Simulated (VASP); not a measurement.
# Cu (P2/m) in VASP: notebook, part 2 of 2

VASP 6.6.1.

### Step 4. Single point, PBEsol+D4

Contents of INCAR:

```
SYSTEM = Cu
ALGO     = Normal         ! electronic algorithm
EDIFF    = 1E-6           ! SCF threshold, eV
ENCUT    = 520            ! plane-wave cutoff, eV
GGA      = PS             ! functional
ISIF     = 2              ! what is computed and relaxed
ISMEAR   = 1              ! smearing method
IVDW     = 13             ! dispersion correction
LASPH    = .True.         ! aspherical terms in the spheres
LCHARG   = .False.        ! write CHGCAR
LREAL    = .False.        ! projectors in reciprocal space
LWAVE    = .False.        ! write WAVECAR
NBANDS   = 12             ! bands
NELM     = 100            ! most SCF steps
PREC     = Accurate       ! precision mode
SIGMA    = 0.1            ! smearing width, eV
```

Contents of KPOINTS:

```
k-points
0
Gamma
  2 6 1
  0 0 0
```

Contents of POSCAR:

```
Cu
1.0
   11.5702539500      0.0000000000      0.0000000000
    0.0000000000      2.2382121000      0.0000000000
   -4.5956239400      0.0000000000     21.7433883500
Cu
1
Direct
    0.5000000000      0.5000000000      0.5000000000
```

Potentials or basis: VASP PAW PBE potentials, release 64 (Cu).

The run is started by

```console
$ cat potpaw_PBE.64/Cu/POTCAR > POTCAR
$ mpirun -np 1 vasp_std > vasp.out
```

OUTCAR:

```text
SYSTEM = Cu
   EDIFF = 1E-6
   ENCUT = 520
   GGA = PS
   ISIF = 2
   ISMEAR = 1
   IVDW = 13
   LASPH = .True.
   LREAL = .False.
   NELM = 100
   PREC = Accurate

 ion  position               nearest neighbor table
   1  0.500  0.500  0.500-

  LATTYP: Found a simple monoclinic cell.
 ALAT       =    11.5702539500
 B/A-ratio  =     0.1934453738
 C/A-ratio  =     1.9207652505
 COS(beta)  =    -0.2067889375

  Lattice vectors:

 A1 = (  11.5702539500,   0.0000000000,   0.0000000000)
 A2 = (   0.0000000000,   2.2382121000,   0.0000000000)
 A3 = (  -4.5956239400,   0.0000000000,  21.7433883500)

Analysis of symmetry for initial positions (statically):
=====================================================================
 Subroutine PRICEL returns:
 Original cell was already a primitive cell.

 Routine SETGRP: Setting up the symmetry group for a
 simple monoclinic supercell.

 Subroutine GETGRP returns: Found  4 space group operations
 (whereof  4 operations were pure point group operations)
 out of a pool of  4 trial point group operations.

[... 151 lines left out ...]
 k-point     1 :       0.0000    0.0000    0.0000
  band No.  band energies     occupation
      1      -8.4449      2.00000
      2      -6.0433      2.00000
      3      -5.7613      2.00000
      4      -5.7613      2.00000
      5      -4.8062      1.97096
      6      -4.8062      1.97094
      7      -2.0940      0.00000
      8      -2.0868      0.00000
      9       0.0278      0.00000
     10       0.4260      0.00000
     11       0.5099      0.00000
     12       0.9660      0.00000
[... 91 lines left out ...]
 k-point     8 :       0.5000    0.5000    0.0000
  band No.  band energies     occupation
      1      -6.7011      2.00000
      2      -6.7011      2.00000
      3      -5.3214      2.00000
      4      -5.3214      2.00000
      5      -4.8748      2.05809
      6      -0.7227      0.00000
      7       2.4839      0.00000
      8       5.2060      0.00000
      9       5.2117      0.00000
     10       6.6593      0.00000
     11       6.7083      0.00000
     12       7.6151      0.00000

------------------------ aborting loop because EDIFF is reached ----------------------------------------

  DFT-D4 for vdW energy calculation

  Edisp (eV):   -0.01877

  FORCE on cell =-STRESS in cart. coord.  units (eV):
  Direction    XX          YY          ZZ          XY          YZ          ZX
  --------------------------------------------------------------------------------------
  -------------------------------------------------------------------------------------
  Total      -0.00986     0.28195    -0.00571     0.00000     0.00000    -0.00043
  in kB      -0.02804     0.80225    -0.01625     0.00000     0.00000    -0.00121
  external pressure =        0.25 kB  Pullay stress =        0.00 kB

 VOLUME and BASIS-vectors are now :
 -----------------------------------------------------------------------------
  energy-cutoff  :      520.00
  volume of cell :      563.08
      direct lattice vectors                 reciprocal lattice vectors
    11.570253950  0.000000000  0.000000000     0.086428526  0.000000000  0.018267300
     0.000000000  2.238212100  0.000000000     0.000000000  0.446785182  0.000000000
    -4.595623940  0.000000000 21.743388350     0.000000000  0.000000000  0.045990992

 POSITION                                       TOTAL-FORCE (eV/Angst)
 -----------------------------------------------------------------------------------
      3.48732      1.11911     10.87169         0.000000      0.000000      0.000000
 -----------------------------------------------------------------------------------
    total drift:                                0.000000     -0.000000     -0.000000

  FREE ENERGIE OF THE ION-ELECTRON SYSTEM (eV)
  ---------------------------------------------------
  free  energy   TOTEN  =        -1.9792625815 eV

  energy  without entropy=       -1.9822131024  energy(sigma->0) =       -1.98024609
```

stdout:

```text
POSCAR found type information on POSCAR Cu
 POSCAR found :  1 types and       1 ions
 scaLAPACK will be used
 -----------------------------------------------------------------------------
|                                                                             |
|                                                                             |
|     You enforced a specific xc type in the INCAR file but a different       |
|     I HOPE YOU KNOW WHAT YOU ARE DOING!                                     |
|                                                                             |
 -----------------------------------------------------------------------------

 LDA part: xc-table for (Slater+PW92), standard interpolation
 POSCAR, INCAR and KPOINTS ok, starting setup
 FFT: planning ... GRIDC
 FFT: planning ... GRID_SOFT
 FFT: planning ... GRID
 WAVECAR not read
 entering main loop
```

Run time: 2.4 min. Hardware: 1 thread of Intel Xeon 8259CL, shared host; peak memory 0.55 GiB.

What came out:

- Free energy: -1.9793 eV
- Pressure: 0.0 GPa
- Band gap on the k mesh: zero (an odd number of electrons rules out a gap without spin polarisation)
- Dispersion energy per atom: -0.019 eV

Levels at points of the mesh, in eV from the Fermi level:
```
           k point  band 3  band 4  band 5  band 6  band 7  band 8
(0.00, 0.00, 0.00)   -1.03   -1.03   -0.08   -0.08    2.63    2.64
(0.50, 0.00, 0.00)   -1.03   -1.03   -0.08   -0.08    2.63    2.64
(0.00, 0.50, 0.00)   -0.59   -0.59   -0.15    4.01    7.21    9.94
(0.50, 0.50, 0.00)   -0.59   -0.59   -0.15    4.01    7.21    9.93
```

Caveat: the k points lie up to 0.47 Å⁻¹ apart, too coarse for converged energies and pressures of a metal; the PAW data sets were made with another functional, which shifts forces and pressure a little.

### Step 5. Single point, PBEsol+D4

Contents of INCAR:

```
SYSTEM = Cu
PREC = Accurate
ENCUT = 520
EDIFF = 1E-6
ISMEAR = 1
SIGMA = 0.1
LREAL = .FALSE.
LASPH = .TRUE.
NELM = 80
ALGO = Normal
ISIF = 2
LWAVE = .FALSE.
LCHARG = .FALSE.
GGA = PS
IVDW = 13
NBANDS = 12
```

Contents of KPOINTS:

```
Automatic mesh
0
G
  2 8 1
  0 0 0
```

POSCAR is that of step 4.

The run is started by

```console
$ cat potpaw_PBE.64/Cu/POTCAR > POTCAR
$ mpirun -np 1 vasp_std > vasp.out
```

Wall time 3 min (1 thread of Intel Xeon 8259CL, shared host); peak memory 0.55 GiB.

It converged, with:

| Quantity | Value |
| --- | --- |
| Free energy | -1.9226 eV |
| Pressure | 0.0 GPa |
| Band gap on the k mesh | zero (an odd number of electrons rules out a gap without spin polarisation) |
| Dispersion energy per atom | -0.019 eV |

Stress tensor (GPa, compression positive):
```
0.00 0.00 0.00
0.00 0.10 0.00
0.00 0.00 0.00
```

Levels at points of the mesh, in eV from the Fermi level:
```tsv
k point	band 2	band 3	band 4	band 5	band 6	band 7	band 8	band 9	band 10	band 11
(0.00, 0.00, 0.00)	-1.05	-0.88	-0.88	-0.04	-0.04	3.12	3.13	5.29	5.69	5.77
(0.50, 0.00, 0.00)	-1.05	-0.88	-0.88	-0.04	-0.04	3.12	3.13	5.61	5.74	5.83
(0.00, 0.50, 0.00)	-1.87	-0.46	-0.46	-0.08	4.41	7.59	10.42	10.43	11.91	11.96
(0.50, 0.50, 0.00)	-1.87	-0.46	-0.46	-0.08	4.41	7.59	10.42	10.42	11.88	11.93
```

Caveat: the PAW data sets were made with another functional, which shifts forces and pressure a little.

### Step 6. Single point, PBEsol+D4

Contents of INCAR:

```
SYSTEM = Cu
ALGO     = Normal         ! electronic algorithm
EDIFF    = 1E-7           ! SCF threshold, eV
ENCUT    = 520            ! plane-wave cutoff, eV
GGA      = PS             ! functional
ISIF     = 2              ! what is computed and relaxed
ISMEAR   = 1              ! smearing method
IVDW     = 13             ! dispersion correction
LASPH    = .TRUE.         ! aspherical terms in the spheres
LCHARG   = .TRUE.         ! write CHGCAR
LELF     = .TRUE.         ! ELF
LREAL    = .FALSE.        ! projectors in reciprocal space
LVHAR    = .TRUE.       
LWAVE    = .FALSE.        ! write WAVECAR
NBANDS   = 12             ! bands
NELM     = 60             ! most SCF steps
PREC     = Accurate       ! precision mode
SIGMA    = 0.1            ! smearing width, eV
```

Contents of KPOINTS:

```
k-points
0
G
  2 10 1
  0 0 0
```

POSCAR is that of step 5.

Potentials or basis: VASP PAW PBE potentials, release 64 (Cu).

The run is started by

```console
$ cat potpaw_PBE.64/Cu/POTCAR > POTCAR
$ mpirun -np 1 vasp_std > vasp.out
```

Wall time 2.9 min (1 thread of Intel Xeon 8259CL, shared host); peak memory 0.57 GiB.

Results (log left out):

```
Free energy                : -1.9595 eV
Pressure                   : 0.0 GPa
Band gap on the k mesh     : zero (an odd number of electrons rules out a gap without spin polarisation)
Dispersion energy per atom : -0.019 eV
```

Stress tensor (GPa, compression positive):
```
0.00 0.00 0.00
0.00 0.10 0.00
0.00 0.00 0.00
```

Levels at points of the mesh, in eV from the Fermi level:
| k point | band 3 | band 4 | band 5 | band 6 | band 7 | band 8 |
| --- | --- | --- | --- | --- | --- | --- |
| (0.00, 0.00, 0.00) | -1.02 | -1.02 | -0.08 | -0.08 | 2.68 | 2.68 |
| (0.50, 0.00, 0.00) | -1.02 | -1.02 | -0.08 | -0.08 | 2.67 | 2.68 |
| (0.00, 0.50, 0.00) | -0.58 | -0.58 | -0.16 | 4.06 | 7.25 | 9.98 |
| (0.50, 0.50, 0.00) | -0.58 | -0.58 | -0.16 | 4.06 | 7.25 | 9.97 |

Caveat: the PAW data sets were made with another functional, which shifts forces and pressure a little.

### Step 7. Single point, PBEsol+D4

Contents of INCAR:

```
SYSTEM = Cu
PREC = Accurate
ENCUT = 520
EDIFF = 1E-7
ISMEAR = 1
SIGMA = 0.1
LREAL = .FALSE.
LASPH = .TRUE.
NELM = 60
ALGO = Normal
ISIF = 2
LWAVE = .FALSE.
LCHARG = .FALSE.
GGA = PS
IVDW = 13
NBANDS = 12
```

Contents of KPOINTS:

```
regular mesh
0
G
  3 12 2
  0 0 0
```

POSCAR is that of step 6.

The run is started by

```console
$ cat potpaw_PBE.64/Cu/POTCAR > POTCAR
$ mpirun -np 1 vasp_std > vasp.out
```

It took 7.1 min on 1 thread of Intel Xeon 8259CL, shared host; peak memory 0.66 GiB.

Results (log left out):

| Quantity | Value |
| --- | --- |
| Free energy | -1.9466 eV |
| Pressure | 0.0 GPa |
| Band gap on the k mesh | zero (an odd number of electrons rules out a gap without spin polarisation) |
| Dispersion energy per atom | -0.019 eV |

Stress tensor (GPa, compression positive):
```
0.00 0.00 0.00
0.00 0.08 0.00
0.00 0.00 0.00
```

Levels at points of the mesh, in eV from the Fermi level:
```tsv
k point	band 4	band 5	band 6	band 7	band 8	band 9
(0.00, 0.00, 0.00)	-0.88	-0.02	-0.02	3.10	3.11	5.27
(0.00, 0.50, 0.00)	-0.46	-0.07	4.39	7.58	10.40	10.41
(0.00, 0.00, 0.50)	-0.88	-0.02	-0.02	3.10	3.11	5.29
(0.00, 0.50, 0.50)	-0.46	-0.07	4.39	7.58	10.40	10.41
```

Caveat: the PAW data sets were made with another functional, which shifts forces and pressure a little.

### Step 8. Summary

```csv
k mesh,gap on the mesh (eV),pressure (GPa)
1 × 3 × 1,none,0.2
1 × 5 × 1,none,0.0
2 × 6 × 1,none,0.0
2 × 8 × 1,none,0.0
2 × 10 × 1,none,0.0
3 × 12 × 2,none,0.0
```

Alike in all rows: task single point; level PBEsol+D4; potentials or basis VASP PAW PBE potentials, release 64 (Cu); no spin polarisation; cell as given; cutoff (eV) 520; smearing methfessel-paxton 0.1 eV.

Caveats: some runs use coarse meshes; the PAW data sets were made with another functional, which shifts forces and pressure a little.

Absolute energies hang on the potentials; compare differences alone.
